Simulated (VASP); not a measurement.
# Pd (Fm-3m) in VASP: notebook

The runs below take Pd through single point, relaxation of cell and atoms, with PBE.

Everything below comes from runs of VASP 6.6.1. Logs are shortened: lines on timing, memory, paths and dates and some standing lists are left out, and cuts for length are marked.

## Step 1: The cell of the first run

It takes space group Fm-3m (No. 225, cubic). The conventional cell has a = 3.885 Å, b = 3.885 Å, c = 3.885 Å, α = 90.00°, β = 90.00°, γ = 90.00°. Within 3.6 Å of Pd (site symmetry m-3m) lie 12 Pd at 2.75 Å.

## Step 2: Single point, PBE

INCAR reads:

```
SYSTEM = Pd
PREC = Accurate
ENCUT = 500
EDIFF = 1E-6
ISMEAR = 0
SIGMA = 0.1
LREAL = .False.
LASPH = .True.
NELM = 120
ALGO = Normal
ISIF = 2
LWAVE = .False.
LCHARG = .False.
GGA = PE
NBANDS = 11
GGA_COMPAT = .False.
```

KPOINTS reads:

```
Automatic mesh
0
Gamma
  8 8 8
  0 0 0
```

POSCAR reads:

```
Pd
1.0
    0.0000000000      1.9425810719      1.9425810719
    1.9425810719      0.0000000000      1.9425810719
    1.9425810719      1.9425810719      0.0000000000
Pd
1
Direct
    0.0000000000      0.0000000000      0.0000000000
```

Potentials or basis: VASP PAW PBE potentials, release 64 (Pd).

Started as:

```
$ cat potpaw_PBE.64/Pd/POTCAR > POTCAR
$ mpirun -np 1 vasp_std > vasp.out
```

OUTCAR:

```text
SYSTEM = Pd
   PREC = Accurate
   ENCUT = 500
   EDIFF = 1E-6
   ISMEAR = 0
   LREAL = .False.
   LASPH = .True.
   NELM = 120
   ISIF = 2
   GGA = PE

 ion  position               nearest neighbor table
   1  0.000  0.000  0.000-

  LATTYP: Found a face centered cubic cell.
 ALAT       =     3.8851621438

  Lattice vectors:

 A1 = (   0.0000000000,   1.9425810719,   1.9425810719)
 A2 = (   1.9425810719,   0.0000000000,   1.9425810719)
 A3 = (   1.9425810719,   1.9425810719,   0.0000000000)

Analysis of symmetry for initial positions (statically):
=====================================================================
 Subroutine PRICEL returns:
 Original cell was already a primitive cell.

 Routine SETGRP: Setting up the symmetry group for a
 face centered cubic supercell.

 Subroutine GETGRP returns: Found 48 space group operations
 (whereof 48 operations were pure point group operations)
 out of a pool of 48 trial point group operations.

The static configuration has the point symmetry O_h .

Analysis of symmetry for dynamics (positions and initial velocities):
=====================================================================
 Subroutine PRICEL returns:
 Original cell was already a primitive cell.

 Routine SETGRP: Setting up the symmetry group for a
 face centered cubic supercell.

 Subroutine GETGRP returns: Found 48 space group operations
 (whereof 48 operations were pure point group operations)
 out of a pool of 48 trial point group operations.

The dynamic configuration has the point symmetry O_h .

 Subroutine INISYM returns: Found 48 space group operations
 (whereof 48 operations are pure point group operations),
 and found     1 'primitive' translations

----------------------------------------------------------------------------------------

                                     Primitive cell

  volume of cell :      14.6611

  direct lattice vectors                    reciprocal lattice vectors
     0.000000000  1.942581072  1.942581072    -0.257389515  0.257389515  0.257389515
     1.942581072  0.000000000  1.942581072     0.257389515 -0.257389515  0.257389515
     1.942581072  1.942581072  0.000000000     0.257389515  0.257389515 -0.257389515

  length of vectors
     2.747224498  2.747224498  2.747224498     0.445811717  0.445811717  0.445811717

  position of ions in fractional coordinates (direct lattice)
     0.000000000  0.000000000  0.000000000

  ion indices of the primitive-cell ions
   primitive index   ion index
                 1           1

----------------------------------------------------------------------------------------

 KPOINTS: Automatic mesh

Automatic generation of k-mesh.
 Grid dimensions read from file:
 generate k-points for:    8    8    8

 Generating k-lattice:

  Cartesian coordinates                     Fractional coordinates (reciprocal lattice)
    -0.032173689  0.032173689  0.032173689     0.125000000  0.000000000  0.000000000
     0.032173689 -0.032173689  0.032173689     0.000000000  0.125000000  0.000000000
     0.032173689  0.032173689 -0.032173689     0.000000000  0.000000000  0.125000000

  Length of vectors
     0.055726465  0.055726465  0.055726465

  Shift w.r.t. Gamma in fractional coordinates (k-lattice)
     0.000000000  0.000000000  0.000000000

 Subroutine IBZKPT returns following result:
 ===========================================

 Found     29 irreducible k-points:

 Following reciprocal coordinates:
            Coordinates               Weight
  0.000000  0.000000  0.000000      1.000000
  0.125000  0.000000  0.000000      8.000000
  0.250000  0.000000  0.000000      8.000000
  0.375000  0.000000  0.000000      8.000000
  0.500000  0.000000  0.000000      4.000000
  0.125000  0.125000  0.000000      6.000000
[... 16 lines left out ...]
  0.500000  0.250000  0.125000     48.000000
 -0.375000  0.250000  0.125000     24.000000
 [... further k-points ...]
   k-points           NKPTS =     29   k-points in BZ     NKDIM =     29   number of bands    NBANDS=     11
   number of dos      NEDOS =    301   number of ions     NIONS =      1
   total plane-waves  NPLWV =   8000
   dimension x,y,z NGX =    20 NGY =   20 NGZ =   20
   dimension x,y,z NGXF=    40 NGYF=   40 NGZF=   40
   ions per type =               1
   NGX,Y,Z   is equivalent  to a cutoff of  12.10, 12.10, 12.10 a.u.
   NGXF,Y,Z  is equivalent  to a cutoff of  24.21, 24.21, 24.21 a.u.
 SYSTEM =  Pd
   PREC   = accura    normal or accurate (medium, high low for compatibility)
   ISTART =      0    job   : 0-new  1-cont  2-samecut
   ICHARG =      2    charge: 1-file 2-atom 10-const
   ISPIN  =      1    spin polarized calculation?
   LNONCOLLINEAR =      F non collinear calculations
   LSORBIT =      F    spin-orbit coupling
   LASPH  =      T    aspherical Exc in radial PAW
   ENCUT  =  500.0 eV  36.75 Ry    6.06 a.u.   5.01  5.01  5.01*2*pi/ulx,y,z
   NELM   =    120;   NELMIN=  2; NELMDL= -5     # of ELM steps
   EDIFF  = 0.1E-05   stopping-criterion for ELM
   LREAL  =      F    real-space projection
   EDIFFG = 0.1E-04   stopping-criterion for IOM
   NSW    =      0    number of steps for IOM
   IBRION =     -1    ionic relax: 0-MD 1-quasi-New 2-CG
   NFREE  =      0    steps in history (QN), initial steepest desc. (CG)
   ISIF   =      2    stress and relaxation
   ISYM   =      2    0-nonsym 1-usesym 2-fastsym
   POTIM  = 0.5000    time-step for ionic-motion
   TEBEG  =    0.0;   TEEND  =   0.0 temperature during run
   PSTRESS=    0.0 pullay stress
   NELECT =      10.0000    total number of electrons
   NUPDOWN=      -1.0000    fix difference up-down
   EMIN   =  10.00;   EMAX   =-10.00  energy-range for DOS
   EFERMI =   0.00;   METHOD = LEGACY
   ISMEAR =     0;   SIGMA  =   0.10  broadening in eV -4-tet -1-fermi 0-gaus
   EFERMI_NEDOS =   21; number of points for ismear=-14 and -15
   IALGO  =     38    algorithm
   IMIX   =      4    mixing-type and parameters
     AMIX     =   0.40;   BMIX     =  1.00
     AMIX_MAG =   1.60;   BMIX_MAG =  1.00
  volume/ion in A,a.u.               =      14.66        98.94
  Fermi-wavevector in a.u.,A,eV,Ry     =   1.441072  2.723231 28.255062  2.076689
  Thomas-Fermi vector in A             =   2.559745
   LORBIT       =      0    0 simple, 1 ext, 2 COOP (PROOUT), +10 PAW based schemes
   GGA     = PE    functional components
   LHFCALC =     F    Hartree Fock is set to
   AEXX    =    0.0000 exact exchange contribution
   IVDW    =     0    specifies the selected vdW correction
   LEPSILON=     F    determine dielectric tensor
   LRPA    =     F    only Hartree local field effects (RPA)
 non-spin polarized calculation
 Gauss-broadening in eV      SIGMA  =   0.10
  energy-cutoff  :      500.00
  volume of cell :       14.66
 maximum number of plane-waves:       388
   NGX =  9   NGY =  9   NGZ =  9

 number of electron      10.0000000 magnetization

 Free energy of the ion-electron system (eV)
  ---------------------------------------------------
  ext. energy  EPLUGINS =         0.00000000
  ---------------------------------------------------
  free energy    TOTEN  =        -5.18504356 eV

  energy without entropy =       -5.17357553  energy(sigma->0) =       -5.17930954

 E-fermi :   9.9942     XC(G=0): -13.2159

 val. band max:        9.9938740233   @ k =   0.5000   0.2500   0.0000
 cond. band min:      10.0873025993   @ k =   0.5000   0.3750   0.0000
 fundamental gap:      0.0934285760
 Fermi energy:         9.9942160439

 k-point     1 :       0.0000    0.0000    0.0000
  band No.  band energies     occupation
      1       2.7001      2.00000
      2       7.0564      2.00000
      3       7.0564      2.00000
      4       7.0564      2.00000
      5       8.6811      2.00000
      6       8.6811      2.00000
      7      27.0839      0.00000
      8      31.8896      0.00000
      9      31.8896      0.00000
     10      31.8896      0.00000
     11      36.1985      0.00000

 k-point     2 :       0.1250    0.0000    0.0000
  band No.  band energies     occupation
      1       3.2507      2.00000
      2       6.8845      2.00000
      3       7.2303      2.00000
      4       7.2303      2.00000
      5       8.6132      2.00000
      6       8.6132      2.00000
      7      27.5343      0.00000
      8      29.1905      0.00000
      9      32.5213      0.00000
     10      32.5213      0.00000
     11      36.4330      0.00000

 k-point     3 :       0.2500    0.0000    0.0000
  band No.  band energies     occupation
      1       4.3973      2.00000
      2       7.0165      2.00000
      3       7.3496      2.00000
      4       7.3496      2.00000
      5       8.8340      2.00000
      6       8.8340      2.00000
      7      24.4771      0.00000
      8      28.1426      0.00000
      9      33.6187      0.00000
     10      33.6187      0.00000
     11      35.7670      0.00000

 k-point     4 :       0.3750    0.0000    0.0000
  band No.  band energies     occupation
      1       4.6529      2.00000
      2       7.1285      2.00000
      3       7.1285      2.00000
      4       9.0015      2.00000
      5       9.5316      2.00000
      6       9.5316      2.00000
      7      19.9481      0.00000
      8      26.9974      0.00000
      9      32.1024      0.00000
     10      32.1024      0.00000
     11      36.2434      0.00000

 k-point     5 :       0.5000    0.0000    0.0000
  band No.  band energies     occupation
      1       4.5666      2.00000
      2       7.0033      2.00000
      3       7.0033      2.00000
      4       9.9028      1.80401
      5       9.9028      1.80400
      6      10.8876      0.00000
      7      17.2824      0.00000
      8      26.4358      0.00000
      9      31.0612      0.00000
     10      31.0612      0.00000
     11      37.0748      0.00000

 k-point     6 :       0.1250    0.1250    0.0000
  band No.  band energies     occupation
      1       3.4352      2.00000
      2       6.6598      2.00000
      3       7.3996      2.00000
      4       7.3996      2.00000
      5       8.2879      2.00000
      6       8.8428      2.00000
      7      27.8891      0.00000
      8      30.0744      0.00000
      9      31.2270      0.00000
     10      31.2270      0.00000
     11      36.2593      0.00000

 k-point     7 :       0.2500    0.1250    0.0000
  band No.  band energies     occupation
      1       4.4636      2.00000
      2       6.3671      2.00000
      3       7.4586      2.00000
      4       7.6821      2.00000
      5       8.4934      2.00000
      6       9.0921      2.00000
      7      26.3041      0.00000
      8      28.6167      0.00000
      9      30.4412      0.00000
     10      32.0074      0.00000
     11      35.9972      0.00000

 k-point     8 :       0.3750    0.1250    0.0000
  band No.  band energies     occupation
      1       5.0171      2.00000
      2       6.9410      2.00000
      3       7.1712      2.00000
      4       7.5667      2.00000
      5       9.6670      2.00000
      6      10.1030      0.12378
      7      21.6406      0.00000
      8      27.6076      0.00000
      9      29.6698      0.00000
     10      31.4466      0.00000
     11      36.2806      0.00000
[... 141 lines left out ...]
 k-point    19 :       0.5000    0.3750    0.0000
  band No.  band energies     occupation
      1       4.7639      2.00000
      2       5.0740      2.00000
      3       9.0547      2.00000
      4       9.4142      2.00000
      5      10.0873      0.18803
      6      13.6692      0.00000
      7      21.3914      0.00000
      8      22.1047      0.00000
      9      24.2250      0.00000
     10      31.1395      0.00000
     11      33.7974      0.00000

 k-point    20 :      -0.3750    0.3750    0.0000
  band No.  band energies     occupation
      1       5.1320      2.00000
      2       5.7194      2.00000
      3       7.9264      2.00000
      4       8.9538      2.00000
      5       9.7658      1.99876
      6      17.0496      0.00000
      7      18.0280      0.00000
      8      20.7904      0.00000
      9      25.8687      0.00000
     10      30.3776      0.00000
     11      36.2336      0.00000

 k-point    21 :       0.5000    0.5000    0.0000
  band No.  band energies     occupation
      1       4.4593      2.00000
      2       4.7615      2.00000
      3       9.8696      1.92203
      4      10.2254      0.00108
      5      10.2254      0.00108
      6      13.2406      0.00000
      7      20.7395      0.00000
      8      23.1335      0.00000
      9      23.1335      0.00000
     10      31.5559      0.00000
     11      31.6706      0.00000

 k-point    22 :       0.3750    0.2500    0.1250
  band No.  band energies     occupation
      1       5.4011      2.00000
      2       6.0262      2.00000
      3       7.0953      2.00000
      4       8.3531      2.00000
      5       8.5369      2.00000
      6      10.2009      0.00347
      7      25.0170      0.00000
      8      25.8444      0.00000
      9      29.2961      0.00000
     10      31.9356      0.00000
     11      35.6656      0.00000

 k-point    23 :       0.5000    0.2500    0.1250
  band No.  band energies     occupation
      1       5.5695      2.00000
      2       6.4443      2.00000
      3       6.8638      2.00000
      4       8.1627      2.00000
      5       9.3948      2.00000
      6      12.4006      0.00000
      7      20.6566      0.00000
      8      25.0960      0.00000
      9      27.2819      0.00000
     10      32.0718      0.00000
     11      35.7878      0.00000

 k-point    24 :      -0.3750    0.2500    0.1250
  band No.  band energies     occupation
      1       5.5100      2.00000
      2       6.2478      2.00000
      3       7.4514      2.00000
      4       7.9273      2.00000
      5       9.7667      1.99871
      6      14.7735      0.00000
      7      17.3313      0.00000
      8      25.6037      0.00000
      9      25.9423      0.00000
     10      31.1322      0.00000
     11      36.2784      0.00000

 [... further k-points ...]
[... 5 lines left out ...]
  --------------------------------------------------------------------------------------
  -------------------------------------------------------------------------------------
  Total        0.8194080      0.8194080      0.8194080      0.0000000      0.0000000     -0.0000000
  in kB       89.5454089     89.5454089     89.5454089      0.0000000      0.0000000     -0.0000000
  external PRESSURE =      89.5454089 kB  Pullay stress =       0.0000000 kB

 VOLUME and BASIS-vectors are now :
 -----------------------------------------------------------------------------
  energy-cutoff  :      500.00
  volume of cell :       14.66
      direct lattice vectors                 reciprocal lattice vectors
     0.000000000  1.942581072  1.942581072    -0.257389515  0.257389515  0.257389515
     1.942581072  0.000000000  1.942581072     0.257389515 -0.257389515  0.257389515
     1.942581072  1.942581072  0.000000000     0.257389515  0.257389515 -0.257389515

 POSITION                                       TOTAL-FORCE (eV/Angst)
 -----------------------------------------------------------------------------------
      0.00000      0.00000      0.00000         0.000000      0.000000      0.000000
 -----------------------------------------------------------------------------------
    total drift:                                0.000000      0.000000     -0.000000

  FREE ENERGIE OF THE ION-ELECTRON SYSTEM (eV)
  ---------------------------------------------------
  free  energy   TOTEN  =        -5.1850435573 eV

  energy  without entropy=       -5.1735755317  energy(sigma->0) =       -5.17930954
```

Wall time 2.4 s (1 thread of Intel Xeon 6975P-C (Granite Rapids), shared host); peak memory 0.12 GiB.

What came out:

```yaml
Free_energy: -5.1850 eV
Pressure: 9.0 GPa
Band_gap_on_the_k_mesh: zero (bands 5 and 6 overlap by 1.61 eV)
```

Levels at points of the mesh, in eV from the Fermi level:
| k point | band 1 | band 2 | band 3 | band 4 | band 5 | band 6 | band 7 | band 8 | band 9 | band 10 |
| --- | --- | --- | --- | --- | --- | --- | --- | --- | --- | --- |
| (0.00, 0.00, 0.00) | -7.29 | -2.94 | -2.94 | -2.94 | -1.31 | -1.31 | 17.09 | 21.90 | 21.90 | 21.90 |
| (0.50, 0.00, 0.00) | -5.43 | -2.99 | -2.99 | -0.09 | -0.09 | 0.89 | 7.29 | 16.44 | 21.07 | 21.07 |
| (0.50, 0.50, 0.00) | -5.53 | -5.23 | -0.12 | 0.23 | 0.23 | 3.25 | 10.75 | 13.14 | 13.14 | 21.56 |

Caveat: the cell stands under pressure.

## Step 3: Single point, PBE

This run uses another cell than the first one, of 15.39 Å³/atom.

INCAR reads:

```
SYSTEM = Pd
PREC = Accurate
ENCUT = 500
EDIFF = 1E-6
ISMEAR = 0
SIGMA = 0.1
LREAL = .FALSE.
LASPH = .TRUE.
NELM = 120
ALGO = Normal
ISIF = 2
LWAVE = .FALSE.
LCHARG = .FALSE.
GGA = PE
NBANDS = 11
GGA_COMPAT = .FALSE.
```

KPOINTS reads:

```
Automatic mesh
0
G
  8 8 8
  0 0 0
```

POSCAR reads:

```
Pd
1.0
    0.0000000000      1.9742329147      1.9742329147
    1.9742329147      0.0000000000      1.9742329147
    1.9742329147      1.9742329147      0.0000000000
Pd
1
Direct
    0.0000000000      0.0000000000      0.0000000000
```

Potentials or basis: VASP PAW PBE potentials, release 64 (Pd).

Started as:

```
$ cat potpaw_PBE.64/Pd/POTCAR > POTCAR
$ mpirun -np 1 vasp_std > vasp.out
```

Wall time 2.3 s (1 thread of Intel Xeon 6975P-C (Granite Rapids), shared host); peak memory 0.12 GiB.

Results (log left out):

* Free energy: -5.2041 eV
* Pressure: -0.2 GPa
* Band gap on the k mesh: zero (bands 5 and 6 overlap by 1.49 eV)

Levels at points of the mesh, in eV from the Fermi level:
| k point | band 1 | band 2 | band 3 | band 4 | band 5 | band 6 | band 7 | band 8 | band 9 | band 10 |
| --- | --- | --- | --- | --- | --- | --- | --- | --- | --- | --- |
| (0.00, 0.00, 0.00) | -6.91 | -2.71 | -2.71 | -2.71 | -1.21 | -1.21 | 17.07 | 21.60 | 21.60 | 21.60 |
| (0.50, 0.00, 0.00) | -5.05 | -2.76 | -2.76 | -0.09 | -0.09 | 1.01 | 6.92 | 16.41 | 20.60 | 20.60 |
| (0.50, 0.50, 0.00) | -5.12 | -4.84 | -0.12 | 0.21 | 0.21 | 3.26 | 10.26 | 12.88 | 12.88 | 20.86 |

[end of part 1 of 2]
